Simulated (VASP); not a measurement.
# Cs2Au (P6/mmm) in VASP: notebook

The runs below take Cs2Au through single point, relaxation of cell and atoms, with PBE.

Program: VASP 6.6.1. These are calculated values, not measurements. Logs are shortened: lines on timing, memory, paths and dates and some standing lists are left out, and cuts for length are marked.

### Step 1. The cell of the first run

The structure is hexagonal, space group P6/mmm (No. 191). The conventional cell has a = 4.792 Å, b = 4.792 Å, c = 5.311 Å, α = 90.00°, β = 90.00°, γ = 120.00°. Cs (site symmetry -6m2) has 3 Cs at 2.77 Å within 3.6 Å. Au (site symmetry 6/mmm) has 12 Cs at 3.83 Å and 6 Au at 4.79 Å within 5.0 Å.

### Step 2. Single point, PBE

Input file INCAR:

```
ALGO     = Fast           # electronic algorithm
EDIFF    = 1E-6           # SCF threshold, eV
ENCUT    = 520            # plane-wave cutoff, eV
GGA      = PE             # functional
ISIF     = 2              # what is computed and relaxed
ISMEAR   = 0              # smearing method
LASPH    = T              # aspherical terms in the spheres
LCHARG   = F              # write CHGCAR
LREAL    = F              # projectors in reciprocal space
LWAVE    = F              # write WAVECAR
NBANDS   = 22             # bands
NELM     = 100            # most SCF steps
PREC     = Accurate       # precision mode
SIGMA    = 0.1            # smearing width, eV
```

Input file KPOINTS:

```
k-points
0
Gamma
  6 6 4
```

Input file POSCAR:

```
Cs2Au
1.0
    4.7919823000      0.0000000000      0.0000000000
   -2.3959911500      4.1499784100      0.0000000000
    0.0000000000      0.0000000000      5.3108592500
Cs Au
2 1
Direct
    0.3333333300      0.6666666700      0.5000000000
    0.6666666700      0.3333333300      0.5000000000
    0.0000000000      0.0000000000      0.0000000000
```

Potentials or basis: VASP PAW PBE potentials, release 64 (Cs_sv, Au).

On the command line:

```sh
$ cat potpaw_PBE.64/Cs_sv/POTCAR potpaw_PBE.64/Au/POTCAR > POTCAR
$ mpirun -np 1 vasp_std > vasp.out
```

OUTCAR:

```text
EDIFF = 1E-6
   ENCUT = 520
   GGA = PE
   ISIF = 2
   ISMEAR = 0
   LASPH = T
   LREAL = F
   NELM = 100
   PREC = Accurate

 ion  position               nearest neighbor table
   1  0.333  0.667  0.500-   2 2.77   2 2.77   2 2.77
   2  0.667  0.333  0.500-   1 2.77   1 2.77   1 2.77
   3  0.000  0.000  0.000-

  LATTYP: Found a hexagonal cell.
 ALAT       =     4.7919823000
 C/A-ratio  =     1.1082802309

  Lattice vectors:

 A1 = (   4.7919823000,   0.0000000000,   0.0000000000)
 A2 = (  -2.3959911500,   4.1499784100,   0.0000000000)
 A3 = (   0.0000000000,   0.0000000000,   5.3108592500)

Analysis of symmetry for initial positions (statically):
=====================================================================
 Subroutine PRICEL returns:
 Original cell was already a primitive cell.

 Routine SETGRP: Setting up the symmetry group for a
 hexagonal supercell.

 Subroutine GETGRP returns: Found 24 space group operations
 (whereof 24 operations were pure point group operations)
 out of a pool of 24 trial point group operations.

The static configuration has the point symmetry D_6h.

Analysis of symmetry for dynamics (positions and initial velocities):
=====================================================================
 Subroutine PRICEL returns:
 Original cell was already a primitive cell.

 Routine SETGRP: Setting up the symmetry group for a
 hexagonal supercell.

 Subroutine GETGRP returns: Found 24 space group operations
 (whereof 24 operations were pure point group operations)
 out of a pool of 24 trial point group operations.

The dynamic configuration has the point symmetry D_6h.

 Subroutine INISYM returns: Found 24 space group operations
 (whereof 24 operations are pure point group operations),
 and found     1 'primitive' translations

----------------------------------------------------------------------------------------

                                     Primitive cell

  volume of cell :     105.6151

  direct lattice vectors                    reciprocal lattice vectors
     4.791982300  0.000000000  0.000000000     0.208681906  0.120482555  0.000000000
    -2.395991150  4.149978410  0.000000000     0.000000000  0.240965109  0.000000000
     0.000000000  0.000000000  5.310859250     0.000000000  0.000000000  0.188293448

  length of vectors
     4.791982300  4.791982303  5.310859250     0.240965109  0.240965109  0.188293448

  position of ions in fractional coordinates (direct lattice)
     0.333333330  0.666666670  0.500000000
     0.666666670  0.333333330  0.500000000
     0.000000000  0.000000000  0.000000000

  ion indices of the primitive-cell ions
   primitive index   ion index
                 1           1
                 2           2
                 3           3

----------------------------------------------------------------------------------------

 KPOINTS: k-points

Automatic generation of k-mesh.
 Grid dimensions read from file:
 generate k-points for:    6    6    4

 Generating k-lattice:

  Cartesian coordinates                     Fractional coordinates (reciprocal lattice)
     0.034780318  0.020080426  0.000000000     0.166666667  0.000000000  0.000000000
     0.000000000  0.040160852  0.000000000     0.000000000  0.166666667  0.000000000
     0.000000000  0.000000000  0.047073362     0.000000000  0.000000000  0.250000000

  Length of vectors
     0.040160852  0.040160852  0.047073362

  Shift w.r.t. Gamma in fractional coordinates (k-lattice)
     0.000000000  0.000000000  0.000000000

 Subroutine IBZKPT returns following result:
 ===========================================

 Found     21 irreducible k-points:

 Following reciprocal coordinates:
            Coordinates               Weight
  0.000000  0.000000  0.000000      1.000000
  0.166667 -0.000000  0.000000      6.000000
  0.333333 -0.000000  0.000000      6.000000
  0.500000 -0.000000  0.000000      3.000000
  0.166667  0.166667  0.000000      6.000000
  0.333333  0.166667  0.000000     12.000000
[... 13 lines left out ...]
  0.333333  0.166667  0.500000     12.000000
  0.333333  0.333333  0.500000      2.000000
   k-points           NKPTS =     21   k-points in BZ     NKDIM =     21   number of bands    NBANDS=     22
   number of dos      NEDOS =    301   number of ions     NIONS =      3
   total plane-waves  NPLWV =  51840
   dimension x,y,z NGX =    36 NGY =   36 NGZ =   40
   dimension x,y,z NGXF=    72 NGYF=   72 NGZF=   80
   ions per type =               2   1
   NGX,Y,Z   is equivalent  to a cutoff of  12.49, 12.49, 12.52 a.u.
   NGXF,Y,Z  is equivalent  to a cutoff of  24.98, 24.98, 25.04 a.u.
 SYSTEM =  unknown system
   PREC   = accura    normal or accurate (medium, high low for compatibility)
   ISTART =      0    job   : 0-new  1-cont  2-samecut
   ICHARG =      2    charge: 1-file 2-atom 10-const
   ISPIN  =      1    spin polarized calculation?
   LNONCOLLINEAR =      F non collinear calculations
   LSORBIT =      F    spin-orbit coupling
   LASPH  =      T    aspherical Exc in radial PAW
   ENCUT  =  520.0 eV  38.22 Ry    6.18 a.u.   8.91  8.91  9.87*2*pi/ulx,y,z
   NELM   =    100;   NELMIN=  2; NELMDL= -5     # of ELM steps
   EDIFF  = 0.1E-05   stopping-criterion for ELM
   LREAL  =      F    real-space projection
   EDIFFG = 0.1E-04   stopping-criterion for IOM
   NSW    =      0    number of steps for IOM
   IBRION =     -1    ionic relax: 0-MD 1-quasi-New 2-CG
   NFREE  =      0    steps in history (QN), initial steepest desc. (CG)
   ISIF   =      2    stress and relaxation
   ISYM   =      2    0-nonsym 1-usesym 2-fastsym
   POTIM  = 0.5000    time-step for ionic-motion
   TEBEG  =    0.0;   TEEND  =   0.0 temperature during run
   PSTRESS=    0.0 pullay stress
   NELECT =      29.0000    total number of electrons
   NUPDOWN=      -1.0000    fix difference up-down
   EMIN   =  10.00;   EMAX   =-10.00  energy-range for DOS
   EFERMI =   0.00;   METHOD = LEGACY
   ISMEAR =     0;   SIGMA  =   0.10  broadening in eV -4-tet -1-fermi 0-gaus
   EFERMI_NEDOS =   21; number of points for ismear=-14 and -15
   IALGO  =     68    algorithm
   IMIX   =      4    mixing-type and parameters
     AMIX     =   0.40;   BMIX     =  1.00
     AMIX_MAG =   1.60;   BMIX_MAG =  1.00
  volume/ion in A,a.u.               =      35.21       237.58
  Fermi-wavevector in a.u.,A,eV,Ry     =   1.064059  2.010779 15.404798  1.132221
  Thomas-Fermi vector in A             =   2.199564
   LORBIT       =      0    0 simple, 1 ext, 2 COOP (PROOUT), +10 PAW based schemes
   GGA     = PE    functional components
   LHFCALC =     F    Hartree Fock is set to
   AEXX    =    0.0000 exact exchange contribution
   IVDW    =     0    specifies the selected vdW correction
   LEPSILON=     F    determine dielectric tensor
   LRPA    =     F    only Hartree local field effects (RPA)
 non-spin polarized calculation
 RMM-DIIS sequential band-by-band and
 Gauss-broadening in eV      SIGMA  =   0.10
  energy-cutoff  :      520.00
  volume of cell :      105.62
 maximum number of plane-waves:      2871
 NGX is ok and might be reduce to    36
   NGX = 17   NGY = 17   NGZ = 19

 number of electron      29.0000002 magnetization

 Free energy of the ion-electron system (eV)
  ---------------------------------------------------
  ext. energy  EPLUGINS =         0.00000000
  ---------------------------------------------------
  free energy    TOTEN  =        -0.73974842 eV

  energy without entropy =       -0.73376030  energy(sigma->0) =       -0.73675436

 E-fermi :   4.4726     XC(G=0):  -9.0592

 val. band max:        4.3213362109   @ k =   0.5000  -0.0000   0.2500
 cond. band min:       4.5402734668   @ k =   0.5000  -0.0000   0.2500
 fundamental gap:      0.2189372559
 Fermi energy:         4.4726141657

 k-point     1 :       0.0000    0.0000    0.0000
  band No.  band energies     occupation
      1     -21.0458      2.00000
      2     -17.8367      2.00000
      3      -8.9890      2.00000
      4      -8.9890      2.00000
      5      -7.3352      2.00000
      6      -4.7398      2.00000
[... 14 lines left out ...]
     21       9.8489      0.00000
     22      10.5505      0.00000

 k-point     2 :       0.1667   -0.0000    0.0000
  band No.  band energies     occupation
      1     -20.9081      2.00000
      2     -18.1201      2.00000
      3      -9.1214      2.00000
      4      -8.6630      2.00000
      5      -7.2151      2.00000
      6      -4.9394      2.00000
[... 14 lines left out ...]
     21       8.8844      0.00000
     22       9.5593      0.00000

 k-point     3 :       0.3333   -0.0000    0.0000
  band No.  band energies     occupation
      1     -20.5338      2.00000
      2     -18.7602      2.00000
      3      -9.3513      2.00000
      4      -8.0485      2.00000
      5      -6.8915      2.00000
      6      -5.4183      2.00000
[... 14 lines left out ...]
     21       8.7686      0.00000
     22       9.1071      0.00000

 k-point     4 :       0.5000   -0.0000    0.0000
  band No.  band energies     occupation
      1     -20.2101      2.00000
      2     -19.2063      2.00000
      3      -9.4531      2.00000
      4      -7.7723      2.00000
      5      -6.6165      2.00000
      6      -5.7689      2.00000
[... 14 lines left out ...]
     21       8.4004      0.00000
     22      10.0673      0.00000

 k-point     5 :       0.1667    0.1667    0.0000
  band No.  band energies     occupation
      1     -20.6469      2.00000
      2     -18.5831      2.00000
      3      -9.3726      2.00000
      4      -8.0593      2.00000
      5      -6.9885      2.00000
      6      -5.2832      2.00000
[... 342 lines left out ...]
 k-point    19 :       0.1667    0.1667    0.5000
  band No.  band energies     occupation
      1     -20.6434      2.00000
      2     -18.5805      2.00000
      3      -9.3637      2.00000
      4      -8.0575      2.00000
      5      -7.1301      2.00000
      6      -5.3629      2.00000
[... 14 lines left out ...]
     21       8.4791      0.00000
     22      10.3710      0.00000

 k-point    20 :       0.3333    0.1667    0.5000
  band No.  band energies     occupation
      1     -20.2094      2.00000
      2     -19.2000      2.00000
      3      -9.6011      2.00000
      4      -7.3184      2.00000
      5      -6.7179      2.00000
      6      -5.8662      2.00000
[... 14 lines left out ...]
     21       9.0107      0.00000
     22       9.8684      0.00000

 k-point    21 :       0.3333    0.3333    0.5000
  band No.  band energies     occupation
      1     -19.7334      2.00000
      2     -19.7334      2.00000
      3      -9.7657      2.00000
      4      -6.3024      2.00000
      5      -6.3024      2.00000
      6      -6.1266      2.00000
[... 14 lines left out ...]
     21       9.4973      0.00000
     22       9.6655      0.00000

------------------------ aborting loop because EDIFF is reached ----------------------------------------

  FORCE on cell =-STRESS in cart. coord.  units (eV):
  Direction    XX          YY          ZZ          XY          YZ          ZX
  --------------------------------------------------------------------------------------
  -------------------------------------------------------------------------------------
  Total       18.9396083     18.9396083     -2.5343776      0.0000000      0.0000000      0.0000000
  in kB      287.3133068    287.3133073    -38.4464349      0.0000000      0.0000000      0.0000000
  external PRESSURE =     178.7267264 kB  Pullay stress =       0.0000000 kB

 VOLUME and BASIS-vectors are now :
 -----------------------------------------------------------------------------
  energy-cutoff  :      520.00
  volume of cell :      105.62
      direct lattice vectors                 reciprocal lattice vectors
     4.791982300  0.000000000  0.000000000     0.208681906  0.120482555  0.000000000
    -2.395991150  4.149978410  0.000000000     0.000000000  0.240965109  0.000000000
     0.000000000  0.000000000  5.310859250     0.000000000  0.000000000  0.188293448

 POSITION                                       TOTAL-FORCE (eV/Angst)
 -----------------------------------------------------------------------------------
     -0.00000      2.76665      2.65543         0.000000     -0.000000     -0.000000
      2.39599      1.38333      2.65543        -0.000000      0.000000      0.000000
      0.00000      0.00000      0.00000         0.000000      0.000000      0.000000
 -----------------------------------------------------------------------------------
    total drift:                               -0.000000      0.000000      0.000000

  FREE ENERGIE OF THE ION-ELECTRON SYSTEM (eV)
  ---------------------------------------------------
  free  energy   TOTEN  =        -0.7397484159 eV

  energy  without entropy=       -0.7337603016  energy(sigma->0) =       -0.73675436
```

Wall time 35 s (1 thread of Oxide Virtual Turin-like, shared host); peak memory 0.2 GiB.

Results:

* Free energy: -0.7397 eV
* Pressure: 17.9 GPa

Caveat: spin-orbit coupling is left out, which moves the levels of the heavy elements.

(Continued in part 2 of 2.)
